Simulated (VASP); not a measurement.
# Co (Fm-3m) in VASP: notebook

Runs on Co. Level: PBEsol. Tasks: single point, relaxation of cell and atoms.

Everything below comes from runs of VASP 6.6.1. Logs are shortened: lines on timing, memory, paths and dates and some standing lists are left out, and cuts for length are marked.

**1. The cell of the first run**

It takes space group Fm-3m (No. 225, cubic). The conventional cell has a = 3.409 Å, b = 3.409 Å, c = 3.409 Å, α = 90.00°, β = 90.00°, γ = 90.00°. Co (site symmetry m-3m) has 12 Co at 2.41 Å within 3.2 Å.

**2. Single point, PBEsol**

INCAR reads:

```
SYSTEM = Co
  PREC = Accurate
  ENCUT = 520
  EDIFF = 1E-6
  ISMEAR = -1
  SIGMA = 0.1
  LREAL = .FALSE.
  LASPH = .TRUE.
  NELM = 100
  ALGO = Normal
  ISIF = 2
  LWAVE = .FALSE.
  LCHARG = .FALSE.
  GGA = PS
  NBANDS = 10
```

KPOINTS reads:

```
Automatic mesh
0
G
  18 18 18
  0 0 0
```

POSCAR reads:

```
Co
1.0
    0.0000000000      1.7046286775      1.7046286775
    1.7046286775      0.0000000000      1.7046286775
    1.7046286775      1.7046286775      0.0000000000
Co
1
Direct
    0.0000000000      0.0000000000      0.0000000000
```

Potentials or basis: VASP PAW PBE potentials, release 64 (Co).

On the command line:

```bash
$ cat potpaw_PBE.64/Co/POTCAR > POTCAR
$ mpirun -np 1 vasp_std > vasp.out
```

OUTCAR:

```text
SYSTEM = Co
   PREC = Accurate
   ENCUT = 520
   EDIFF = 1E-6
   ISMEAR = -1
   LREAL = .FALSE.
   LASPH = .TRUE.
   NELM = 100
   ISIF = 2
   GGA = PS

 ion  position               nearest neighbor table
   1  0.000  0.000  0.000-

  LATTYP: Found a face centered cubic cell.
 ALAT       =     3.4092573550

  Lattice vectors:

 A1 = (   0.0000000000,   1.7046286775,   1.7046286775)
 A2 = (   1.7046286775,   0.0000000000,   1.7046286775)
 A3 = (   1.7046286775,   1.7046286775,   0.0000000000)

Analysis of symmetry for initial positions (statically):
=====================================================================
 Subroutine PRICEL returns:
 Original cell was already a primitive cell.

 Routine SETGRP: Setting up the symmetry group for a
 face centered cubic supercell.

 Subroutine GETGRP returns: Found 48 space group operations
 (whereof 48 operations were pure point group operations)
 out of a pool of 48 trial point group operations.

The static configuration has the point symmetry O_h .

Analysis of symmetry for dynamics (positions and initial velocities):
=====================================================================
 Subroutine PRICEL returns:
 Original cell was already a primitive cell.

 Routine SETGRP: Setting up the symmetry group for a
 face centered cubic supercell.

 Subroutine GETGRP returns: Found 48 space group operations
 (whereof 48 operations were pure point group operations)
 out of a pool of 48 trial point group operations.

The dynamic configuration has the point symmetry O_h .

 Subroutine INISYM returns: Found 48 space group operations
 (whereof 48 operations are pure point group operations),
 and found     1 'primitive' translations

----------------------------------------------------------------------------------------

                                     Primitive cell

  volume of cell :       9.9065

  direct lattice vectors                    reciprocal lattice vectors
     0.000000000  1.704628677  1.704628677    -0.293319012  0.293319012  0.293319012
     1.704628677  0.000000000  1.704628677     0.293319012 -0.293319012  0.293319012
     1.704628677  1.704628677  0.000000000     0.293319012  0.293319012 -0.293319012

  length of vectors
     2.410708995  2.410708995  2.410708995     0.508043432  0.508043432  0.508043432

  position of ions in fractional coordinates (direct lattice)
     0.000000000  0.000000000  0.000000000

  ion indices of the primitive-cell ions
   primitive index   ion index
                 1           1

----------------------------------------------------------------------------------------

 KPOINTS: Automatic mesh

Automatic generation of k-mesh.
 Grid dimensions read from file:
 generate k-points for:   18   18   18

 Generating k-lattice:

  Cartesian coordinates                     Fractional coordinates (reciprocal lattice)
    -0.016295501  0.016295501  0.016295501     0.055555556  0.000000000  0.000000000
     0.016295501 -0.016295501  0.016295501     0.000000000  0.055555556  0.000000000
     0.016295501  0.016295501 -0.016295501     0.000000000  0.000000000  0.055555556

  Length of vectors
     0.028224635  0.028224635  0.028224635

  Shift w.r.t. Gamma in fractional coordinates (k-lattice)
     0.000000000  0.000000000  0.000000000

 Subroutine IBZKPT returns following result:
 ===========================================

 Found    195 irreducible k-points:

 Following reciprocal coordinates:
            Coordinates               Weight
  0.000000  0.000000  0.000000      1.000000
  0.055556  0.000000  0.000000      8.000000
  0.111111  0.000000  0.000000      8.000000
  0.166667  0.000000  0.000000      8.000000
  0.222222  0.000000  0.000000      8.000000
  0.277778  0.000000  0.000000      8.000000
[... 16 lines left out ...]
 -0.277778  0.055556  0.000000     24.000000
 -0.222222  0.055556  0.000000     24.000000
 [... further k-points ...]
   k-points           NKPTS =    195   k-points in BZ     NKDIM =    195   number of bands    NBANDS=     10
   number of dos      NEDOS =    301   number of ions     NIONS =      1
   total plane-waves  NPLWV =   5832
   dimension x,y,z NGX =    18 NGY =   18 NGZ =   18
   dimension x,y,z NGXF=    36 NGYF=   36 NGZF=   36
   ions per type =               1
   NGX,Y,Z   is equivalent  to a cutoff of  12.41, 12.41, 12.41 a.u.
   NGXF,Y,Z  is equivalent  to a cutoff of  24.83, 24.83, 24.83 a.u.
 SYSTEM =  Co
   PREC   = accura    normal or accurate (medium, high low for compatibility)
   ISTART =      0    job   : 0-new  1-cont  2-samecut
   ICHARG =      2    charge: 1-file 2-atom 10-const
   ISPIN  =      1    spin polarized calculation?
   LNONCOLLINEAR =      F non collinear calculations
   LSORBIT =      F    spin-orbit coupling
   LASPH  =      T    aspherical Exc in radial PAW
   ENCUT  =  520.0 eV  38.22 Ry    6.18 a.u.   4.48  4.48  4.48*2*pi/ulx,y,z
   NELM   =    100;   NELMIN=  2; NELMDL= -5     # of ELM steps
   EDIFF  = 0.1E-05   stopping-criterion for ELM
   LREAL  =      F    real-space projection
   EDIFFG = 0.1E-04   stopping-criterion for IOM
   NSW    =      0    number of steps for IOM
   IBRION =     -1    ionic relax: 0-MD 1-quasi-New 2-CG
   NFREE  =      0    steps in history (QN), initial steepest desc. (CG)
   ISIF   =      2    stress and relaxation
   ISYM   =      2    0-nonsym 1-usesym 2-fastsym
   POTIM  = 0.5000    time-step for ionic-motion
   TEBEG  =    0.0;   TEEND  =   0.0 temperature during run
   PSTRESS=    0.0 pullay stress
   NELECT =       9.0000    total number of electrons
   NUPDOWN=      -1.0000    fix difference up-down
   EMIN   =  10.00;   EMAX   =-10.00  energy-range for DOS
   EFERMI =   0.00;   METHOD = LEGACY
   ISMEAR =    -1;   SIGMA  =   0.10  broadening in eV -4-tet -1-fermi 0-gaus
   EFERMI_NEDOS =   21; number of points for ismear=-14 and -15
   IALGO  =     38    algorithm
   IMIX   =      4    mixing-type and parameters
     AMIX     =   0.40;   BMIX     =  1.00
     AMIX_MAG =   1.60;   BMIX_MAG =  1.00
  volume/ion in A,a.u.               =       9.91        66.85
  Fermi-wavevector in a.u.,A,eV,Ry     =   1.585560  2.996273 34.205032  2.513999
  Thomas-Fermi vector in A             =   2.685005
   LORBIT       =      0    0 simple, 1 ext, 2 COOP (PROOUT), +10 PAW based schemes
   GGA     = PS    functional components
   LHFCALC =     F    Hartree Fock is set to
   AEXX    =    0.0000 exact exchange contribution
   IVDW    =     0    specifies the selected vdW correction
   LEPSILON=     F    determine dielectric tensor
   LRPA    =     F    only Hartree local field effects (RPA)
 non-spin polarized calculation
  energy-cutoff  :      520.00
  volume of cell :        9.91
 maximum number of plane-waves:       283
 NGX is ok and might be reduce to    18
   NGX =  9   NGY =  9   NGZ =  9

 number of electron       9.0000006 magnetization

 Free energy of the ion-electron system (eV)
  ---------------------------------------------------
  ext. energy  EPLUGINS =         0.00000000
  ---------------------------------------------------
  free energy    TOTEN  =        -7.62203111 eV

  energy without entropy =       -7.55104123  energy(sigma->0) =       -7.58653617

 E-fermi :  11.3397     XC(G=0): -14.1460

 val. band max:       11.3374115398   @ k =  -0.3333   0.2778   0.0556
 cond. band min:      11.3398218847   @ k =  -0.4444   0.4444   0.1111
 fundamental gap:      0.0024103449
 Fermi energy:        11.3397156247

 k-point     1 :       0.0000    0.0000    0.0000
  band No.  band energies     occupation
      1       1.9223      2.00000
      2       9.2930      2.00000
      3       9.2930      2.00000
      4       9.2930      2.00000
      5      10.7516      1.99443
      6      10.7516      1.99443
      7      35.1422      0.00000
      8      40.3976      0.00000
      9      40.3976      0.00000
     10      40.3976      0.00000

 k-point     2 :       0.0556    0.0000    0.0000
  band No.  band energies     occupation
      1       2.0546      2.00000
      2       9.2478      2.00000
      3       9.3287      2.00000
      4       9.3287      2.00000
      5      10.7347      1.99529
      6      10.7347      1.99529
      7      34.9648      0.00000
      8      38.8272      0.00000
      9      40.2276      0.00000
     10      40.2276      0.00000

 k-point     3 :       0.1111    0.0000    0.0000
  band No.  band energies     occupation
      1       2.4439      2.00000
      2       9.1255      2.00000
      3       9.4217      2.00000
      4       9.4217      2.00000
      5      10.6986      1.99672
      6      10.6986      1.99672
      7      33.8925      0.00000
      8      37.0127      0.00000
      9      39.8476      0.00000
     10      39.8476      0.00000

 k-point     4 :       0.1667    0.0000    0.0000
  band No.  band energies     occupation
      1       3.0659      2.00000
      2       8.9644      2.00000
      3       9.5254      2.00000
      4       9.5254      2.00000
      5      10.6895      1.99700
      6      10.6895      1.99700
      7      31.5187      0.00000
      8      36.3004      0.00000
      9      39.4336      0.00000
     10      39.4336      0.00000

 k-point     5 :       0.2222    0.0000    0.0000
  band No.  band energies     occupation
      1       3.8684      2.00000
      2       8.8308      2.00000
      3       9.5693      2.00000
      4       9.5693      2.00000
      5      10.7749      1.99298
      6      10.7749      1.99298
      7      28.7740      0.00000
      8      35.8126      0.00000
      9      39.0642      0.00000
     10      39.0642      0.00000

 k-point     6 :       0.2778    0.0000    0.0000
  band No.  band energies     occupation
      1       4.7465      2.00000
      2       8.8328      2.00000
      3       9.5233      2.00000
      4       9.5233      2.00000
      5      10.9751      1.94913
      6      10.9751      1.94913
      7      26.0625      0.00000
      8      35.2409      0.00000
      9      38.7596      0.00000
     10      38.7596      0.00000

 k-point     7 :       0.3333    0.0000    0.0000
  band No.  band energies     occupation
      1       5.5111      2.00000
      2       9.1353      2.00000
      3       9.4261      2.00000
      4       9.4261      2.00000
      5      11.2339      1.48466
      6      11.2339      1.48466
      7      23.5176      0.00000
      8      34.6492      0.00000
      9      38.5180      0.00000
     10      38.5180      0.00000

 k-point     8 :       0.3889    0.0000    0.0000
  band No.  band energies     occupation
      1       5.9764      2.00000
      2       9.3266      2.00000
      3       9.3266      2.00000
      4       9.8410      2.00000
      5      11.4780      0.40109
      6      11.4780      0.40109
      7      21.2677      0.00000
      8      34.1490      0.00000
      9      38.3349      0.00000
     10      38.3349      0.00000

 k-point     9 :       0.4444    0.0000    0.0000
  band No.  band energies     occupation
      1       6.1669      2.00000
      2       9.2560      2.00000
      3       9.2560      2.00000
      4      10.7032      1.99656
      5      11.6495      0.08639
      6      11.6495      0.08638
      7      19.5593      0.00000
      8      33.8204      0.00000
      9      38.2139      0.00000
     10      38.2139      0.00000
[... 118 lines left out ...]
 k-point    19 :       0.5000    0.0556    0.0000
  band No.  band energies     occupation
      1       6.2911      2.00000
      2       9.1523      2.00000
      3       9.2946      2.00000
      4      10.5152      1.99948
      5      11.7151      0.04579
      6      12.3656      0.00007
      7      18.9638      0.00000
      8      33.3618      0.00000
      9      37.0932      0.00000
     10      37.2008      0.00000

 k-point    20 :      -0.4444    0.0556    0.0000
  band No.  band energies     occupation
      1       6.2777      2.00000
      2       9.1701      2.00000
      3       9.2955      2.00000
      4      10.4420      1.99975
      5      11.6329      0.10122
      6      12.3218      0.00011
      7      19.2073      0.00000
      8      33.3271      0.00000
      9      36.8340      0.00000
     10      37.7725      0.00000

 k-point    21 :      -0.3889    0.0556    0.0000
  band No.  band energies     occupation
      1       6.1518      2.00000
      2       9.2390      2.00000
      3       9.3461      2.00000
      4       9.8754      2.00000
      5      11.4388      0.54148
      6      11.9807      0.00329
      7      20.6670      0.00000
      8      33.4619      0.00000
      9      36.7910      0.00000
     10      38.7356      0.00000

 k-point    22 :      -0.3333    0.0556    0.0000
  band No.  band energies     occupation
      1       5.7972      2.00000
      2       9.1906      2.00000
      3       9.3490      2.00000
      4       9.4374      2.00000
      5      11.1676      1.69652
      6      11.6426      0.09225
      7      22.7921      0.00000
      8      33.7345      0.00000
      9      37.0522      0.00000
     10      39.9097      0.00000

 k-point    23 :      -0.2778    0.0556    0.0000
  band No.  band energies     occupation
      1       5.1238      2.00000
      2       8.8081      2.00000
      3       9.4636      2.00000
      4       9.5456      2.00000
      5      10.8735      1.98128
      6      11.3305      1.04599
      7      25.2656      0.00000
      8      34.1041      0.00000
      9      37.5546      0.00000
     10      40.7212      0.00000

 k-point    24 :      -0.2222    0.0556    0.0000
  band No.  band energies     occupation
      1       4.2633      2.00000
      2       8.7471      2.00000
      3       9.5516      2.00000
      4       9.6220      2.00000
      5      10.6326      1.99830
      6      11.0604      1.88458
      7      27.9382      0.00000
      8      34.5352      0.00000
      9      38.1640      0.00000
     10      40.8987      0.00000

 [... further k-points ...]
[... 5 lines left out ...]
  --------------------------------------------------------------------------------------
  -------------------------------------------------------------------------------------
  Total       -0.0618592     -0.0618592     -0.0618592      0.0000000      0.0000000     -0.0000000
  in kB      -10.0045094    -10.0045094    -10.0045094      0.0000000      0.0000000     -0.0000000
  external PRESSURE =     -10.0045094 kB  Pullay stress =       0.0000000 kB

 VOLUME and BASIS-vectors are now :
 -----------------------------------------------------------------------------
  energy-cutoff  :      520.00
  volume of cell :        9.91
      direct lattice vectors                 reciprocal lattice vectors
     0.000000000  1.704628677  1.704628677    -0.293319012  0.293319012  0.293319012
     1.704628677  0.000000000  1.704628677     0.293319012 -0.293319012  0.293319012
     1.704628677  1.704628677  0.000000000     0.293319012  0.293319012 -0.293319012

 POSITION                                       TOTAL-FORCE (eV/Angst)
 -----------------------------------------------------------------------------------
      0.00000      0.00000      0.00000        -0.000000      0.000000     -0.000000
 -----------------------------------------------------------------------------------
    total drift:                                0.000000     -0.000000     -0.000000

  FREE ENERGIE OF THE ION-ELECTRON SYSTEM (eV)
  ---------------------------------------------------
  free  energy   TOTEN  =        -7.6220311124 eV

  energy  without entropy=       -7.5510412291  energy(sigma->0) =       -7.58653617
```

Wall time 24 s (1 thread of Intel Xeon Platinum 8259CL at 2.50GHz (Skylake/Cascade Lake), shared host); peak memory 0.13 GiB.

What came out:

- Free energy: -7.6220 eV
- Pressure: -1.0 GPa

Levels at points of the mesh, in eV from the Fermi level:
| k point | band 2 | band 3 | band 4 | band 5 | band 6 | band 7 |
| --- | --- | --- | --- | --- | --- | --- |
| (0.00, 0.00, 0.00) | -2.05 | -2.05 | -2.05 | -0.59 | -0.59 | 23.80 |
| (0.50, 0.00, 0.00) | -2.11 | -2.11 | -0.21 | 0.37 | 0.37 | 7.53 |
| (0.50, 0.50, 0.00) | -4.42 | 0.36 | 0.61 | 0.61 | 2.84 | 11.11 |

Caveat: the PAW data sets were made with another functional, which shifts forces and pressure a little; the run has no spin polarisation, though such a crystal can be magnetic. Spin polarisation is off, so any magnetic state and its effect on volume and gap are missing.

**3. Single point, PBEsol (volume scaled by 1.04)**

INCAR reads:

```
PREC     = Accurate       # precision mode
ENCUT    = 520            # plane-wave cutoff, eV
EDIFF    = 1E-7           # SCF threshold, eV
ISMEAR   = -1             # smearing method
SIGMA    = 0.1            # smearing width, eV
LREAL    = False          # projectors in reciprocal space
LASPH    = True           # aspherical terms in the spheres
NELM     = 100            # most SCF steps
ALGO     = Normal         # electronic algorithm
ISIF     = 2              # what is computed and relaxed
LWAVE    = False          # write WAVECAR
LCHARG   = False          # write CHGCAR
GGA      = PS             # functional
NBANDS   = 10             # bands
```

KPOINTS reads:

```
Automatic mesh
0
Gamma
  18 18 18
```

POSCAR reads:

```
Co
1.0
    0.0000000000      1.7270605746      1.7270605746
    1.7270605746      0.0000000000      1.7270605746
    1.7270605746      1.7270605746      0.0000000000
Co
1
Direct
    0.0000000000      0.0000000000      0.0000000000
```

Potentials or basis: VASP PAW PBE potentials, release 64 (Co).

On the command line:

```bash
$ cat potpaw_PBE.64/Co/POTCAR > POTCAR
$ mpirun -np 1 vasp_std > vasp.out
```

Run time: 16 s. Hardware: 1 thread of Intel Xeon Platinum 8259CL at 2.50GHz (Skylake/Cascade Lake), shared host; peak memory 0.13 GiB.

Results (log left out):

- Free energy: -7.6067 eV
- Pressure: -10.9 GPa

Levels at points of the mesh, in eV from the Fermi level:
```tsv
k point	band 1	band 2	band 3	band 4	band 5	band 6	band 7	band 8
(0.00, 0.00, 0.00)	-9.15	-1.93	-1.93	-1.93	-0.55	-0.55	23.50	28.46
(0.50, 0.00, 0.00)	-4.88	-1.99	-1.99	-0.16	0.35	0.35	7.19	22.08
(0.50, 0.50, 0.00)	-4.84	-4.17	0.34	0.57	0.57	2.78	10.71	15.66
```

Caveat: the PAW data sets were made with another functional, which shifts forces and pressure a little; the run has no spin polarisation, though such a crystal can be magnetic. Spin polarisation is off, so any magnetic state and its effect on volume and gap are missing.

**4. Single point, PBEsol (volume scaled by 1.08)**

INCAR reads:

```
SYSTEM = Co
ALGO = Normal
EDIFF = 1E-6
ENCUT = 520
GGA = PS
ISIF = 2
ISMEAR = -1
LASPH = .TRUE.
LCHARG = .FALSE.
LREAL = .FALSE.
LWAVE = .FALSE.
NBANDS = 10
NELM = 60
PREC = Accurate
SIGMA = 0.1
```

KPOINTS reads:

```
k-points
0
G
  18 18 18
  0 0 0
```

POSCAR reads:

```
Co
1.0
    0.0000000000      1.7489244219      1.7489244219
    1.7489244219      0.0000000000      1.7489244219
    1.7489244219      1.7489244219      0.0000000000
Co
1
Direct
    0.0000000000      0.0000000000      0.0000000000
```

On the command line:

```bash
$ cat potpaw_PBE.64/Co/POTCAR > POTCAR
$ mpirun -np 1 vasp_std > vasp.out
```

It took 21 s on 1 thread of Intel Xeon Platinum 8259CL at 2.50GHz (Skylake/Cascade Lake), shared host; peak memory 0.13 GiB.

The run converged. Its results:

```yaml
Free_energy: -7.5695 eV
Pressure: -18.8 GPa
```

Levels at points of the mesh, in eV from the Fermi level:
```tsv
k point	band 2	band 3	band 4	band 5	band 6	band 7
(0.00, 0.00, 0.00)	-1.82	-1.82	-1.82	-0.52	-0.52	23.21
(0.50, 0.00, 0.00)	-1.87	-1.87	-0.11	0.33	0.33	6.88
(0.50, 0.50, 0.00)	-3.95	0.33	0.54	0.54	2.73	10.34
```

Caveat: the PAW data sets were made with another functional, which shifts forces and pressure a little; the run has no spin polarisation, though such a crystal can be magnetic. Spin polarisation is off, so any magnetic state and its effect on volume and gap are missing.

(Continued in part 2 of 2.)
